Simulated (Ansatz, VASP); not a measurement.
**Two plane-wave programs on LiCl**

The input INCAR:

```
ALGO = Normal
EDIFF = 1E-6
ENCUT = 520
GGA = PE
ISIF = 2
ISMEAR = 0
LASPH = T
LCHARG = F
LREAL = F
LWAVE = F
NBANDS = 12
NELM = 60
PREC = Accurate
SIGMA = 0.02
```

KPOINTS

```
k-points
0
Gamma
  8 8 8
```

File POSCAR:

```
LiCl
1.0
    0.0000000000      2.6246147096      2.6246147096
    2.6246147096      0.0000000000      2.6246147096
    2.6246147096      2.6246147096      0.0000000000
Li Cl
1 1
Direct
    0.0000000000      0.0000000000      0.0000000000
    0.5000000000      0.5000000000      0.5000000000
```

Input for Ansatz:

```yaml
crystal:
  lattice:
    - [0.0, 2.6246147096, 2.6246147096]
    - [2.6246147096, 0.0, 2.6246147096]
    - [2.6246147096, 2.6246147096, 0.0]
  atoms:
    - { symbol: Li, position: [0.0, 0.0, 0.0] }
    - { symbol: Cl, position: [0.5, 0.5, 0.5] }
basis:
  ecutwfc: 420
kpoints:
  mp_grid: { grid: [8, 8, 8] }
hamiltonian:
  xc: pbe
scf:
  occupations: { method: gaussian, width: 0.02 }
output:
  forces: true
  stress: true
  eigenvalues: true
```

Alike in both runs: task single point; functional PBE; k mesh 8 × 8 × 8; occupations gaussian, width 0.02 eV; no spin polarisation.

|  | VASP | Ansatz |
| --- | --- | --- |
| version | VASP 6.6.1 | Ansatz 0.2.0 |
| potentials or method | VASP PAW PBE potentials, release 64 (Li_sv, Cl), cutoff 520 eV | scalar-relativistic, plane waves, PAW |
| valence electrons in the cell | 10 | 10 |

```tsv
	VASP	Ansatz	Ansatz less VASP
gap on the k mesh at the Fermi level (eV)	5.96	5.95	-0.012
least direct gap on the mesh (eV)	5.96	5.95	-0.012
```

Noted on VASP's run: the cutoff is short for stress, so the pressure is rough.
